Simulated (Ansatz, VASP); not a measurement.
## One calculation of BiRh, two programs

```
CELL_PARAMETERS angstrom
4.06652 0.00000 0.00000
-2.03326 3.52171 0.00000
0.00000 0.00000 5.62499
ATOMIC_POSITIONS crystal
Bi 0.33333 0.66667 0.25000
Bi 0.66667 0.33333 0.75000
Rh 0.00000 0.00000 0.00000
Rh 0.00000 0.00000 0.50000
```

Change from the starting cell: volume scaled by 0.98.

Alike in both runs: task single point; functional LDA; k mesh 12 × 12 × 7; occupations fermi-dirac, width 0.03 eV; no spin polarisation.

|  | VASP | Ansatz |
| --- | --- | --- |
| version | VASP 6.6.1 | Ansatz 0.2.0 |
| potentials or method | VASP PAW LDA potentials, release 64 (Bi_d, Rh_pv), cutoff 520 eV | all-electron LAPW, scalar-relativistic |

|  | VASP | Ansatz | Ansatz less VASP |
| --- | --- | --- | --- |
| pressure (GPa) | 0.4 | 0.0 | -0.39 |
| traceless stress, the component that is largest in VASP (GPa) | -0.75 | -0.78 | -0.027 |

LDA's correlation is that of Perdew and Zunger in VASP and of Perdew and Wang (1992) in Ansatz. Ansatz ran all-electron here, and VASP with PAW potentials.

Spin-orbit coupling is off throughout.
